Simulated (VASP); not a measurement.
Here is a VASP 6.6.1 calculation.

The input INCAR:

```
PREC     = Accurate       # precision mode
ENCUT    = 520            # plane-wave cutoff, eV
EDIFF    = 1E-7           # SCF threshold, eV
ISMEAR   = 0              # smearing method
SIGMA    = 0.05           # smearing width, eV
LREAL    = False          # projectors in reciprocal space
LASPH    = True           # aspherical terms in the spheres
NELM     = 100            # most SCF steps
ALGO     = Normal         # electronic algorithm
ISIF     = 2              # what is computed and relaxed
LWAVE    = False          # write WAVECAR
LCHARG   = False          # write CHGCAR
LDIPOL   = True         
IDIPOL   = 3            
DIPOL    = 0.5 0.5 0.500
GGA      = PE             # functional
IVDW     = 12             # dispersion correction
NBANDS   = 28             # bands
```

The input KPOINTS:

```
Automatic mesh
0
Gamma
  8 8 1
```

File POSCAR:

```
PbO
1.0
    3.9744000000      0.0000000000      0.0000000000
    0.0000000000      3.9744000000      0.0000000000
    0.0000000000      0.0000000000     20.3613442038
Pb O
2 2
Direct
    0.5000000000      0.0000000000      0.4420140394
    0.0000000000      0.5000000000      0.5579859606
    0.0000000000      0.0000000000      0.5000000000
    0.5000000000      0.5000000000      0.5000000000
```

Potentials or basis: VASP PAW PBE potentials, release 64 (Pb_d, O).

Launch:

```console
$ cat potpaw_PBE.64/Pb_d/POTCAR potpaw_PBE.64/O/POTCAR > POTCAR
$ mpirun -np 1 vasp_std > vasp.out
```

Estimate the band gap on the k mesh.

2.59 eV.

Estimate the largest force.

0.706 eV/Å.

Predict the dispersion energy per atom.

-0.141 eV.

Forces in eV/Å, atoms in the order of the input:
```
Pb   0.000  0.000 -0.706
Pb   0.000  0.000  0.706
O    0.000  0.000  0.000
O    0.000  0.000  0.000
```

Caveat: spin-orbit coupling is left out, which moves the levels of the heavy elements.
